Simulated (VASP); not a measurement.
# TiH in VASP: notebook

Runs on TiH. Level: LDA. Tasks: single point.

All numbers are computed with VASP 6.6.1; they aren't measurements. Logs are shortened: lines on timing, memory, paths and dates and some standing lists are left out, and cuts for length are marked.

## Step 1: The cell of the first run

Symmetry: I4mm, No. 107, tetragonal system. The conventional cell has a = 2.901 Å, b = 2.901 Å, c = 3.816 Å, α = 90.00°, β = 90.00°, γ = 90.00°. Ti (site symmetry 4mm) has 6 H at 1.87 to 2.05 Å within 2.5 Å. H (site symmetry 4mm) has 6 Ti at 1.87 to 2.05 Å within 2.5 Å.

## Step 2: Single point, LDA (atoms displaced along a vibrational mode, the cell strained)

INCAR reads:

```
PREC = Accurate
ENCUT = 520
EDIFF = 1E-6
ISMEAR = 0
SIGMA = 0.15
LREAL = F
LASPH = T
NELM = 60
ALGO = Normal
ISIF = 2
LWAVE = F
LCHARG = F
NBANDS = 14
```

KPOINTS reads:

```
Automatic mesh
0
Gamma
  18 18 18
```

POSCAR reads:

```
TiH
1.0
    0.0000000000      2.0516219871      2.0516219871
    1.9080084480      0.0000000000      2.0516219871
    1.9080084480      2.0516219871      0.0000000000
Ti H
1 1
Direct
   -0.0001909149      0.0001909149      0.0001909149
    0.5090659976      0.4909340024      0.4909340024
```

Potentials or basis: VASP PAW LDA potentials, release 64 (Ti_sv, H).

Launch:

```sh
$ cat potpaw_LDA.64/Ti_sv/POTCAR potpaw_LDA.64/H/POTCAR > POTCAR
$ mpirun -np 1 vasp_std > vasp.out
```

OUTCAR:

```text
PREC = Accurate
   ENCUT = 520
   EDIFF = 1E-6
   ISMEAR = 0
   LREAL = F
   LASPH = T
   NELM = 60
   ISIF = 2

 ion  position               nearest neighbor table
   1  1.000  0.000  0.000-   2 1.87
   2  0.509  0.491  0.491-   1 1.87

  LATTYP: Found a body centered tetragonal cell.
 ALAT       =     2.9014316390
 C/A-ratio  =     1.3152186130

  Lattice vectors:

 A1 = (  -1.9080084480,   0.0000000000,  -2.0516219871)
 A2 = (  -1.9080084480,   0.0000000000,   2.0516219871)
 A3 = (   1.9080084480,   2.0516219871,   0.0000000000)

Analysis of symmetry for initial positions (statically):
=====================================================================
 Subroutine PRICEL returns:
 Original cell was already a primitive cell.

 Routine SETGRP: Setting up the symmetry group for a
 body centered tetragonal supercell.

 Subroutine GETGRP returns: Found  8 space group operations
 (whereof  8 operations were pure point group operations)
 out of a pool of 16 trial point group operations.

The static configuration has the point symmetry C_4v.

Analysis of symmetry for dynamics (positions and initial velocities):
=====================================================================
 Subroutine PRICEL returns:
 Original cell was already a primitive cell.

 Routine SETGRP: Setting up the symmetry group for a
 body centered tetragonal supercell.

 Subroutine GETGRP returns: Found  8 space group operations
 (whereof  8 operations were pure point group operations)
 out of a pool of 16 trial point group operations.

The dynamic configuration has the point symmetry C_4v.

 Subroutine INISYM returns: Found  8 space group operations
 (whereof  8 operations are pure point group operations),
 and found     1 'primitive' translations

----------------------------------------------------------------------------------------

                                     Primitive cell

  volume of cell :      16.0622

  direct lattice vectors                    reciprocal lattice vectors
     0.000000000  2.051621987  2.051621987    -0.262053347  0.243709613  0.243709613
     1.908008448  0.000000000  2.051621987     0.262053347 -0.243709613  0.243709613
     1.908008448  2.051621987  0.000000000     0.262053347  0.243709613 -0.243709613

  length of vectors
     2.901431639  2.801722509  2.801722509     0.432967328  0.432967328  0.432967328

  position of ions in fractional coordinates (direct lattice)
     0.999809085  0.000190915  0.000190915
     0.509065998  0.490934002  0.490934002

  ion indices of the primitive-cell ions
   primitive index   ion index
                 1           1
                 2           2

----------------------------------------------------------------------------------------

 KPOINTS: Automatic mesh

Automatic generation of k-mesh.
 Grid dimensions read from file:
 generate k-points for:   18   18   18

 Generating k-lattice:

  Cartesian coordinates                     Fractional coordinates (reciprocal lattice)
    -0.014558519  0.013539423  0.013539423     0.055555556  0.000000000  0.000000000
     0.014558519 -0.013539423  0.013539423     0.000000000  0.055555556  0.000000000
     0.014558519  0.013539423 -0.013539423     0.000000000  0.000000000  0.055555556

  Length of vectors
     0.024053740  0.024053740  0.024053740

  Shift w.r.t. Gamma in fractional coordinates (k-lattice)
     0.000000000  0.000000000  0.000000000

 Subroutine IBZKPT returns following result:
 ===========================================

 Found    480 irreducible k-points:

 Following reciprocal coordinates:
            Coordinates               Weight
  0.000000  0.000000  0.000000      1.000000
  0.055556 -0.000000 -0.000000      8.000000
  0.111111 -0.000000 -0.000000      8.000000
  0.166667  0.000000  0.000000      8.000000
  0.222222  0.000000  0.000000      8.000000
  0.277778 -0.000000 -0.000000      8.000000
[... 16 lines left out ...]
 -0.277778  0.055556  0.000000     16.000000
 -0.222222  0.055556  0.000000     16.000000
 [... further k-points ...]
   k-points           NKPTS =    480   k-points in BZ     NKDIM =    480   number of bands    NBANDS=     14
   number of dos      NEDOS =    301   number of ions     NIONS =      2
   total plane-waves  NPLWV =  13824
   dimension x,y,z NGX =    24 NGY =   24 NGZ =   24
   dimension x,y,z NGXF=    48 NGYF=   48 NGZF=   48
   ions per type =               1   1
   NGX,Y,Z   is equivalent  to a cutoff of  13.75, 14.24, 14.24 a.u.
   NGXF,Y,Z  is equivalent  to a cutoff of  27.50, 28.48, 28.48 a.u.
 SYSTEM =  unknown system
   PREC   = accura    normal or accurate (medium, high low for compatibility)
   ISTART =      0    job   : 0-new  1-cont  2-samecut
   ICHARG =      2    charge: 1-file 2-atom 10-const
   ISPIN  =      1    spin polarized calculation?
   LNONCOLLINEAR =      F non collinear calculations
   LSORBIT =      F    spin-orbit coupling
   LASPH  =      T    aspherical Exc in radial PAW
   ENCUT  =  520.0 eV  38.22 Ry    6.18 a.u.   5.39  5.21  5.21*2*pi/ulx,y,z
   NELM   =     60;   NELMIN=  2; NELMDL= -5     # of ELM steps
   EDIFF  = 0.1E-05   stopping-criterion for ELM
   LREAL  =      F    real-space projection
   EDIFFG = 0.1E-04   stopping-criterion for IOM
   NSW    =      0    number of steps for IOM
   IBRION =     -1    ionic relax: 0-MD 1-quasi-New 2-CG
   NFREE  =      0    steps in history (QN), initial steepest desc. (CG)
   ISIF   =      2    stress and relaxation
   ISYM   =      2    0-nonsym 1-usesym 2-fastsym
   POTIM  = 0.5000    time-step for ionic-motion
   TEBEG  =    0.0;   TEEND  =   0.0 temperature during run
   PSTRESS=    0.0 pullay stress
   NELECT =      13.0000    total number of electrons
   NUPDOWN=      -1.0000    fix difference up-down
   EMIN   =  10.00;   EMAX   =-10.00  energy-range for DOS
   EFERMI =   0.00;   METHOD = LEGACY
   ISMEAR =     0;   SIGMA  =   0.15  broadening in eV -4-tet -1-fermi 0-gaus
   EFERMI_NEDOS =   21; number of points for ismear=-14 and -15
   IALGO  =     38    algorithm
   IMIX   =      4    mixing-type and parameters
     AMIX     =   0.40;   BMIX     =  1.00
     AMIX_MAG =   1.60;   BMIX_MAG =  1.00
  volume/ion in A,a.u.               =       8.03        54.20
  Fermi-wavevector in a.u.,A,eV,Ry     =   1.525648  2.883056 31.668937  2.327601
  Thomas-Fermi vector in A             =   2.633789
   LORBIT       =      0    0 simple, 1 ext, 2 COOP (PROOUT), +10 PAW based schemes
   GGA     = CA    functional components
   LHFCALC =     F    Hartree Fock is set to
   AEXX    =    0.0000 exact exchange contribution
   IVDW    =     0    specifies the selected vdW correction
   LEPSILON=     F    determine dielectric tensor
   LRPA    =     F    only Hartree local field effects (RPA)
 non-spin polarized calculation
 Gauss-broadening in eV      SIGMA  =   0.15
  energy-cutoff  :      520.00
  volume of cell :       16.06
 maximum number of plane-waves:       447
 NGX is ok and might be reduce to    24
   NGX = 11   NGY = 11   NGZ = 11

 number of electron      12.9999999 magnetization

 Free energy of the ion-electron system (eV)
  ---------------------------------------------------
  ext. energy  EPLUGINS =         0.00000000
  ---------------------------------------------------
  free energy    TOTEN  =       -12.85575120 eV

  energy without entropy =      -12.83619522  energy(sigma->0) =      -12.84597321

 E-fermi :   9.9769     XC(G=0): -12.8269

 val. band max:        9.9768926259   @ k =  -0.3889   0.0556   0.0000
 cond. band min:       9.9792289428   @ k =   0.4444   0.1667   0.1667
 fundamental gap:      0.0023363169
 Fermi energy:         9.9769470966

 k-point     1 :       0.0000    0.0000    0.0000
  band No.  band energies     occupation
      1     -45.8332      2.00000
      2     -22.0157      2.00000
      3     -21.9602      2.00000
      4     -21.9602      2.00000
      5       0.0629      2.00000
      6      10.5152      0.00000
      7      10.5152      0.00000
      8      11.1797      0.00000
      9      12.0928      0.00000
     10      12.6126      0.00000
     11      22.2307      0.00000
     12      25.4225      0.00000
     13      26.9061      0.00000
     14      26.9061      0.00000

 k-point     2 :       0.0556   -0.0000   -0.0000
  band No.  band energies     occupation
      1     -45.8275      2.00000
      2     -22.0334      2.00000
      3     -21.9762      2.00000
      4     -21.9651      2.00000
      5       0.1625      2.00000
      6      10.4828      0.00000
      7      10.5537      0.00000
      8      11.1722      0.00000
      9      12.0644      0.00000
     10      12.5657      0.00000
     11      21.7456      0.00000
     12      25.5330      0.00000
     13      27.0338      0.00000
     14      27.2497      0.00000

 k-point     3 :       0.1111   -0.0000   -0.0000
  band No.  band energies     occupation
      1     -45.8110      2.00000
      2     -22.1108      2.00000
      3     -21.9950      2.00000
      4     -21.9792      2.00000
      5       0.4554      2.00000
      6      10.3365      0.00070
      7      10.6403      0.00000
      8      11.1870      0.00000
      9      12.0160      0.00000
     10      12.4562      0.00000
     11      20.7134      0.00000
     12      25.7693      0.00000
     13      27.3948      0.00000
     14      27.8923      0.00000

 k-point     4 :       0.1667    0.0000    0.0000
  band No.  band energies     occupation
      1     -45.7857      2.00000
      2     -22.2435      2.00000
      3     -22.0078      2.00000
      4     -22.0006      2.00000
      5       0.9231      2.00000
      6      10.0218      0.67246
      7      10.6845      0.00000
      8      11.2314      0.00000
      9      12.0563      0.00000
     10      12.3754      0.00000
     11      19.6260      0.00000
     12      25.8210      0.00000
     13      27.9272      0.00000
     14      28.5862      0.00000

 k-point     5 :       0.2222    0.0000    0.0000
  band No.  band energies     occupation
      1     -45.7545      2.00000
      2     -22.4065      2.00000
      3     -22.0268      2.00000
      4     -22.0203      2.00000
      5       1.5376      2.00000
      6       9.5575      1.99992
      7      10.5993      0.00000
      8      11.2079      0.00000
      9      12.2887      0.00000
     10      12.4439      0.00000
     11      18.7101      0.00000
[... 276 lines left out ...]
 k-point    22 :      -0.3333    0.0556   -0.0000
  band No.  band energies     occupation
      1     -45.6760      2.00000
      2     -22.7852      2.00000
      3     -22.1102      2.00000
      4     -22.0461      2.00000
      5       3.3975      2.00000
      6       8.1150      2.00000
      7      10.1064      0.22236
      8      10.8381      0.00000
      9      12.9448      0.00000
     10      13.5008      0.00000
     11      17.8011      0.00000
     12      22.5271      0.00000
     13      28.3230      0.00000
     14      30.8635      0.00000

 k-point    23 :      -0.2778    0.0556    0.0000
  band No.  band energies     occupation
      1     -45.7055      2.00000
      2     -22.6422      2.00000
      3     -22.0867      2.00000
      4     -22.0320      2.00000
      5       2.6075      2.00000
      6       8.7817      2.00000
      7      10.2799      0.00429
      8      11.0400      0.00000
      9      12.5577      0.00000
     10      13.0983      0.00000
     11      17.9333      0.00000
     12      23.7976      0.00000
     13      28.3955      0.00000
     14      30.7754      0.00000

 k-point    24 :      -0.2222    0.0556    0.0000
  band No.  band energies     occupation
      1     -45.7383      2.00000
      2     -22.4798      2.00000
      3     -22.0589      2.00000
      4     -22.0174      2.00000
      5       1.8645      2.00000
      6       9.3755      2.00000
      7      10.4706      0.00000
      8      11.2214      0.00000
      9      12.2206      0.00000
     10      12.7141      0.00000
     11      18.3937      0.00000
     12      24.9041      0.00000
     13      28.1558      0.00000
     14      30.0966      0.00000

 [... further k-points ...]

------------------------ aborting loop because EDIFF is reached ----------------------------------------

  FORCE on cell =-STRESS in cart. coord.  units (eV):
  Direction    XX          YY          ZZ          XY          YZ          ZX
  --------------------------------------------------------------------------------------
  -------------------------------------------------------------------------------------
  Total        1.2566809      1.3467586      1.3467586      0.0000000      0.0000000     -0.0000000
  in kB      125.3518170    134.3369164    134.3369164      0.0000000      0.0000000     -0.0000000
  external PRESSURE =     131.3418833 kB  Pullay stress =       0.0000000 kB

 VOLUME and BASIS-vectors are now :
 -----------------------------------------------------------------------------
  energy-cutoff  :      520.00
  volume of cell :       16.06
      direct lattice vectors                 reciprocal lattice vectors
     0.000000000  2.051621987  2.051621987    -0.262053347  0.243709613  0.243709613
     1.908008448  0.000000000  2.051621987     0.262053347 -0.243709613  0.243709613
     1.908008448  2.051621987  0.000000000     0.262053347  0.243709613 -0.243709613

 POSITION                                       TOTAL-FORCE (eV/Angst)
 -----------------------------------------------------------------------------------
      0.00073      2.05162      2.05162        -0.293847      0.000000      0.000000
      1.87341      2.05162      2.05162         0.293847      0.000000      0.000000
 -----------------------------------------------------------------------------------
    total drift:                                0.000023     -0.000000     -0.000000

  FREE ENERGIE OF THE ION-ELECTRON SYSTEM (eV)
  ---------------------------------------------------
  free  energy   TOTEN  =       -12.8557511976 eV

  energy  without entropy=      -12.8361952240  energy(sigma->0) =      -12.84597321
```

It took 33 s on 1 thread of Intel Xeon 6975P-C (Granite Rapids), shared host; peak memory 0.22 GiB.

What came out:

| Item | Value |
| --- | --- |
| Free energy | -12.8558 eV |
| Pressure | 13.1 GPa |
| Largest force | 0.294 eV/Å |
| Band gap on the k mesh | zero (an odd number of electrons rules out a gap without spin polarisation) |

Forces in eV/Å, atoms in the order of the input:
```
Ti  -0.294  0.000  0.000
H    0.294  0.000  0.000
```

Caveat: the cell differs from its parent crystal (atoms displaced along a vibrational mode, the cell strained); the cell stands under pressure.

(Part 1 of 3 ends here.)
